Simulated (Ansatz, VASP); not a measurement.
# Two plane-wave programs on C

INCAR

```
SYSTEM = C
  PREC = Accurate
  ENCUT = 520
  EDIFF = 1E-6
  ISMEAR = 0
  SIGMA = 0.05
  LREAL = .FALSE.
  LASPH = .TRUE.
  NELM = 100
  ALGO = Normal
  ISIF = 2
  LWAVE = .FALSE.
  LCHARG = .FALSE.
  GGA = PE
  NBANDS = 11
```

Contents of KPOINTS:

```
regular mesh
0
G
  12 12 12
  0 0 0
```

POSCAR

```
C
1.0
    0.0000000000      1.8294385610      1.7017437495
    1.8294385610      0.0000000000      1.7017437495
    1.8294385610      1.8294385610      0.0000000000
C
2
Direct
    0.5000000000      0.5000000000      0.5000000000
    0.7500000000      0.7500000000      0.7500000000
```

Input for Ansatz:

```yaml
crystal:
  lattice:
    - [0.0, 1.829438561, 1.7017437495]
    - [1.829438561, 0.0, 1.7017437495]
    - [1.829438561, 1.829438561, 0.0]
  atoms:
    - { symbol: C, position: [0.5, 0.5, 0.5] }
    - { symbol: C, position: [0.75, 0.75, 0.75] }
basis:
  ecutwfc: 520.0
kpoints:
  mp_grid: { grid: [12, 12, 12] }
hamiltonian:
  xc: pbe
  pseudopotentials: { kind: paw, azcp: { folder: soft_1 } }
scf:
  occupations: { method: gaussian, width: 0.05 }
output:
  forces: true
  stress: true
  eigenvalues: true
```

Alike in both runs: task single point; functional PBE; k mesh 12 × 12 × 12; occupations gaussian, width 0.05 eV; no spin polarisation.

|  | VASP | Ansatz |
| --- | --- | --- |
| version | VASP 6.6.1 | Ansatz 0.2.0 |
| potentials or method | VASP PAW PBE potentials, release 64 (C), cutoff 520 eV | scalar-relativistic, plane waves, PAW |
| valence electrons in the cell | 8 | 8 |

Ansatz gave:

```
gap on the k mesh at the Fermi level (eV)                     : 2.38
least direct gap on the mesh (eV)                             : 4.37
pressure (GPa)                                                : 0.1
traceless stress, the component that is largest in VASP (GPa) : 41.29
```

Estimate VASP's values.

gap on the k mesh at the Fermi level (eV): 2.38; least direct gap on the mesh (eV): 4.36; pressure (GPa): 0.7; traceless stress, the component that is largest in VASP (GPa): 41.28.

The functional is the same, so the differences come from potentials, cutoffs and numerics.
